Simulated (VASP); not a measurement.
# Ga4AsP3 in VASP: notebook, part 2 of 2

VASP 6.6.1. The steps go on from the part before.

**4. Relaxation of cell and atoms, PBE**

This run uses another cell than the first one, of 19.77 Å³/atom.

Contents of INCAR:

```
SYSTEM = Ga4AsP3
PREC     = Accurate       ! precision mode
ENCUT    = 600            ! plane-wave cutoff, eV
EDIFF    = 1E-6           ! SCF threshold, eV
ISMEAR   = 0              ! smearing method
SIGMA    = 0.1            ! smearing width, eV
LREAL    = .False.        ! projectors in reciprocal space
LASPH    = .True.         ! aspherical terms in the spheres
NELM     = 100            ! most SCF steps
ALGO     = Normal         ! electronic algorithm
ISIF     = 3              ! what is computed and relaxed
LWAVE    = .False.        ! write WAVECAR
LCHARG   = .False.        ! write CHGCAR
GGA      = PE             ! functional
IBRION   = 2              ! ionic algorithm
NSW      = 90             ! ionic steps
EDIFFG   = -0.04          ! ionic threshold
```

Contents of KPOINTS:

```
regular mesh
0
Gamma
  4 4 2
  0 0 0
```

Contents of POSCAR:

```
Ga4AsP3
1.0
    3.8240508600      0.0000000000      0.0000000000
    0.0000000000      3.8240508600      0.0000000000
    0.0000000000      0.0000000000     10.8160491800
Ga P As
4 3 1
Direct
    0.5000000000      0.0000000000      0.8750000000
    0.0000000000      0.5000000000      0.6250000000
    0.5000000000      0.0000000000      0.3750000000
    0.0000000000      0.5000000000      0.1250000000
    0.0000000000      0.0000000000      0.5000000000
    0.5000000000      0.5000000000      0.2500000000
    0.5000000000      0.5000000000      0.7500000000
    0.0000000000      0.0000000000      0.0000000000
```

Potentials or basis: VASP PAW PBE potentials, release 64 (Ga_d, P, As).

The run is started by

```console
$ cat potpaw_PBE.64/Ga_d/POTCAR potpaw_PBE.64/P/POTCAR potpaw_PBE.64/As/POTCAR > POTCAR
$ mpirun -np 1 vasp_std > vasp.out
```

OUTCAR:

```text
SYSTEM = Ga4AsP3
   PREC = Accurate
   ENCUT = 600
   EDIFF = 1E-6
   ISMEAR = 0
   LREAL = .False.
   LASPH = .True.
   NELM = 100
   ISIF = 3
   GGA = PE
   IBRION = 2
   NSW = 90
   EDIFFG = -0.04

 ion  position               nearest neighbor table
   1  0.500  0.000  0.875-   7 2.34   8 2.34   7 2.34   8 2.34
   2  0.000  0.500  0.625-   5 2.34   7 2.34   5 2.34   7 2.34
   3  0.500  0.000  0.375-   5 2.34   6 2.34   6 2.34   5 2.34
   4  0.000  0.500  0.125-   6 2.34   8 2.34   8 2.34   6 2.34
   5  0.000  0.000  0.500-   2 2.34   3 2.34   2 2.34   3 2.34
   6  0.500  0.500  0.250-   3 2.34   4 2.34   3 2.34   4 2.34
   7  0.500  0.500  0.750-   1 2.34   2 2.34   1 2.34   2 2.34
   8  0.000  0.000  0.000-   1 2.34   4 2.34   4 2.34   1 2.34

  LATTYP: Found a simple tetragonal cell.
 ALAT       =     3.8240508600
 C/A-ratio  =     2.8284271251

  Lattice vectors:

 A1 = (   3.8240508600,   0.0000000000,   0.0000000000)
 A2 = (   0.0000000000,   3.8240508600,   0.0000000000)
 A3 = (   0.0000000000,   0.0000000000,  10.8160491800)

Analysis of symmetry for initial positions (statically):
=====================================================================
 Subroutine PRICEL returns:
 Original cell was already a primitive cell.

 Routine SETGRP: Setting up the symmetry group for a
 simple tetragonal supercell.

 Subroutine GETGRP returns: Found  8 space group operations
 (whereof  8 operations were pure point group operations)
 out of a pool of 16 trial point group operations.

The static configuration has the point symmetry D_2d.

Analysis of symmetry for dynamics (positions and initial velocities):
=====================================================================
 Subroutine PRICEL returns:
 Original cell was already a primitive cell.

 Routine SETGRP: Setting up the symmetry group for a
 simple tetragonal supercell.

 Subroutine GETGRP returns: Found  8 space group operations
 (whereof  8 operations were pure point group operations)
 out of a pool of 16 trial point group operations.

The dynamic configuration has the point symmetry D_2d.

 Subroutine INISYM returns: Found  8 space group operations
 (whereof  8 operations are pure point group operations),
 and found     1 'primitive' translations

----------------------------------------------------------------------------------------

                                     Primitive cell

  volume of cell :     158.1670

  direct lattice vectors                    reciprocal lattice vectors
     3.824050860  0.000000000  0.000000000     0.261502798  0.000000000  0.000000000
     0.000000000  3.824050860  0.000000000     0.000000000  0.261502798  0.000000000
     0.000000000  0.000000000 10.816049180     0.000000000  0.000000000  0.092455201

  length of vectors
     3.824050860  3.824050860 10.816049180     0.261502798  0.261502798  0.092455201

  position of ions in fractional coordinates (direct lattice)
     0.500000000  0.000000000  0.875000000
     0.000000000  0.500000000  0.625000000
     0.500000000  0.000000000  0.375000000
     0.000000000  0.500000000  0.125000000
     0.000000000  0.000000000  0.500000000
     0.500000000  0.500000000  0.250000000
[... 60 lines left out ...]
   NGX,Y,Z   is equivalent  to a cutoff of  13.91, 13.91, 13.83 a.u.
   NGXF,Y,Z  is equivalent  to a cutoff of  27.82, 27.82, 27.67 a.u.
 SYSTEM =  Ga4AsP3
   PREC   = accura    normal or accurate (medium, high low for compatibility)
   ISTART =      0    job   : 0-new  1-cont  2-samecut
   ICHARG =      2    charge: 1-file 2-atom 10-const
   ISPIN  =      1    spin polarized calculation?
   LNONCOLLINEAR =      F non collinear calculations
   LSORBIT =      F    spin-orbit coupling
   LASPH  =      T    aspherical Exc in radial PAW
   ENCUT  =  600.0 eV  44.10 Ry    6.64 a.u.   7.64  7.64 21.60*2*pi/ulx,y,z
   NELM   =    100;   NELMIN=  2; NELMDL= -5     # of ELM steps
   EDIFF  = 0.1E-05   stopping-criterion for ELM
   LREAL  =      F    real-space projection
   EDIFFG = -.4E-01   stopping-criterion for IOM
   NSW    =     90    number of steps for IOM
   IBRION =      2    ionic relax: 0-MD 1-quasi-New 2-CG
   NFREE  =      1    steps in history (QN), initial steepest desc. (CG)
   ISIF   =      3    stress and relaxation
   ISYM   =      2    0-nonsym 1-usesym 2-fastsym
   POTIM  = 0.5000    time-step for ionic-motion
   TEBEG  =    0.0;   TEEND  =   0.0 temperature during run
   PSTRESS=    0.0 pullay stress
   NELECT =      72.0000    total number of electrons
   NUPDOWN=      -1.0000    fix difference up-down
   EMIN   =  10.00;   EMAX   =-10.00  energy-range for DOS
   EFERMI =   0.00;   METHOD = LEGACY
   ISMEAR =     0;   SIGMA  =   0.10  broadening in eV -4-tet -1-fermi 0-gaus
   EFERMI_NEDOS =   21; number of points for ismear=-14 and -15
   IALGO  =     38    algorithm
   IMIX   =      4    mixing-type and parameters
     AMIX     =   0.40;   BMIX     =  1.00
     AMIX_MAG =   1.60;   BMIX_MAG =  1.00
  volume/ion in A,a.u.               =      19.77       133.42
  Fermi-wavevector in a.u.,A,eV,Ry     =   1.259352  2.379829 21.578384  1.585967
  Thomas-Fermi vector in A             =   2.392916
   LORBIT       =      0    0 simple, 1 ext, 2 COOP (PROOUT), +10 PAW based schemes
   GGA     = PE    functional components
   LHFCALC =     F    Hartree Fock is set to
   AEXX    =    0.0000 exact exchange contribution
   IVDW    =     0    specifies the selected vdW correction
   LEPSILON=     F    determine dielectric tensor
   LRPA    =     F    only Hartree local field effects (RPA)
 conjugate gradient relaxation of ions
 non-spin polarized calculation
 Gauss-broadening in eV      SIGMA  =   0.10
  energy-cutoff  :      600.00
  volume of cell :      158.17
 maximum number of plane-waves:      5323
 NGX is ok and might be reduce to    32
   NGX = 15   NGY = 15   NGZ = 43

--------------------------------------- Ionic step        1  -------------------------------------------

 number of electron      72.0000018 magnetization

 Free energy of the ion-electron system (eV)
  ---------------------------------------------------
  ext. energy  EPLUGINS =         0.00000000
  ---------------------------------------------------
  free energy    TOTEN  =       -34.99844222 eV

  energy without entropy =      -34.99844222  energy(sigma->0) =      -34.99844222

------------------------ aborting loop because EDIFF is reached ----------------------------------------

  FORCE on cell =-STRESS in cart. coord.  units (eV):
  Direction    XX          YY          ZZ          XY          YZ          ZX
  --------------------------------------------------------------------------------------
  -------------------------------------------------------------------------------------
  Total        8.0951549      8.0951549      6.9958700      0.0000000      0.0000000      0.0000000
  in kB       82.0011179     82.0011179     70.8657426      0.0000000      0.0000000      0.0000000
  external PRESSURE =      78.2893261 kB  Pullay stress =       0.0000000 kB
[... 29 lines left out ...]
--------------------------------------- Ionic step        2  -------------------------------------------

 number of electron      72.0000006 magnetization

 E-fermi :   4.0798     XC(G=0):  -9.3813

 val. band max:        3.6786364148   @ k =   0.0000   0.0000   0.0000
 cond. band min:       4.4674534204   @ k =   0.0000   0.0000   0.0000
 fundamental gap:      0.7888170056
 Fermi energy:         4.0797563893

 k-point     1 :       0.0000    0.0000    0.0000
  band No.  band energies     occupation
      1     -10.9406      2.00000
      2     -10.9010      2.00000
      3     -10.8960      2.00000
      4     -10.8584      2.00000
      5     -10.8584      2.00000
      6     -10.8507      2.00000
[... 618 lines left out ...]
  FREE ENERGIE OF THE ION-ELECTRON SYSTEM (eV)
  ---------------------------------------------------
  free  energy   TOTEN  =       -35.3704719681 eV

  energy  without entropy=      -35.3704719681  energy(sigma->0) =      -35.37047197

[... ionic steps 4 to 9 ...]

--------------------------------------- Ionic step       10  -------------------------------------------

 number of electron      71.9999960 magnetization

------------------------ aborting loop because EDIFF is reached ----------------------------------------
[... 79 lines left out ...]
--------------------------------------- Ionic step       12  -------------------------------------------

 number of electron      71.9999948 magnetization

 Free energy of the ion-electron system (eV)
  ---------------------------------------------------
  ext. energy  EPLUGINS =         0.00000000
  ---------------------------------------------------
  free energy    TOTEN  =       -35.40028426 eV

  energy without entropy =      -35.40028426  energy(sigma->0) =      -35.40028426

 E-fermi :   4.6151     XC(G=0):  -9.6037

 val. band max:        4.1687202805   @ k =   0.0000   0.0000   0.0000
 cond. band min:       5.3116430407   @ k =   0.0000   0.0000   0.0000
 fundamental gap:      1.1429227602
 Fermi energy:         4.6151318643

 k-point     1 :       0.0000    0.0000    0.0000
  band No.  band energies     occupation
      1     -10.5575      2.00000
      2     -10.5111      2.00000
      3     -10.5007      2.00000
      4     -10.4670      2.00000
      5     -10.4670      2.00000
      6     -10.4455      2.00000
[... 576 lines left out ...]
  FREE ENERGIE OF THE ION-ELECTRON SYSTEM (eV)
  ---------------------------------------------------
  free  energy   TOTEN  =       -35.4002842612 eV

  energy  without entropy=      -35.4002842612  energy(sigma->0) =      -35.40028426

 reached required accuracy - stopping structural energy minimisation
```

Run time: 20 min. Hardware: 1 thread of Intel Xeon 8259CL, shared host; peak memory 0.36 GiB.

Results:

```
Free energy                           : -35.4003 eV
Relaxed volume                        : 21.57 Å³/atom
Relaxed cell                          : a = 3.956 Å, b = 3.956 Å, c = 11.026 Å, α = 90.00°, β = 90.00°, γ = 90.00°
Space group after relaxing (to 0.1 Å) : P-4m2 (No. 115)
Energy gained by relaxing             : 50.2 meV/atom
Ionic steps                           : 12
Pressure after relaxing               : 0.0 GPa
Largest force after relaxing          : 0.035 eV/Å
Band gap on the k mesh                : 1.14 eV
```

Forces on the atoms (eV/Å):
```
Ga   0.000  0.000 -0.035
Ga   0.000  0.000 -0.007
Ga   0.000  0.000  0.007
Ga   0.000  0.000  0.035
P    0.000  0.000  0.000
P    0.000  0.000 -0.010
P    0.000  0.000  0.010
As   0.000  0.000  0.000
```

Step by step:
```
step  energy change (eV)  largest force (eV/Å)  pressure (GPa)  volume (Å³)
   1              0.0000                0.9430            7.83       158.17
   2             -0.2920                0.2477           -3.13       181.33
   3             -0.3720                0.3439           -0.26       173.35
   4             -0.3719                0.3527            0.10       173.04
   5             -0.3849                0.2012            0.00       172.71
   6             -0.3936                0.1679            0.14       172.30
   7             -0.3873                0.3386            0.44       171.48
   8             -0.3950                0.1595            0.23       172.05
   9             -0.4002                0.0855           -0.14       172.92
  10             -0.4006                0.0627           -0.28       173.26
  11             -0.4017                0.0424            0.13       172.29
  12             -0.4018                0.0348            0.01       172.53
```

Final structure:
```
CELL_PARAMETERS angstrom
3.95570 0.00000 0.00000
0.00000 3.95570 0.00000
0.00000 0.00000 11.02585
ATOMIC_POSITIONS crystal
Ga 0.50000 0.00000 0.86810
Ga 0.00000 0.50000 0.62261
Ga 0.50000 0.00000 0.37739
Ga 0.00000 0.50000 0.13190
P 0.00000 0.00000 0.50000
P 0.50000 0.50000 0.25470
P 0.50000 0.50000 0.74530
As 0.00000 0.00000 0.00000
```

A k mesh can miss the band edges.

**5. The runs side by side**

| task | cell | cutoff (eV) | gap on the mesh (eV) | pressure (GPa) | largest force (eV/Å) |
| --- | --- | --- | --- | --- | --- |
| single point | a = 3.935, b = 3.935, c = 11.130 Å, 8 atoms, atomic positions A | 520 | 1.16 | 0.1 | 0.01 |
| single point | a = 3.953, b = 3.953, c = 11.039 Å, 8 atoms, atomic positions B | 520 | 1.15 | 0.1 | 0.01 |
| relaxation of cell and atoms | relaxed from a = 3.824, b = 3.824, c = 10.816 Å, 8 atoms, atomic positions C | 600 | 1.14 | 0.0 | 0.03 |

Alike in all rows: level PBE; potentials or basis VASP PAW PBE potentials, release 64 (Ga_d, P, As); no spin polarisation; k mesh 4 × 4 × 2; smearing gaussian 0.1 eV.

Total energies depend on the potentials used, so only differences within one code and one set of settings carry meaning.
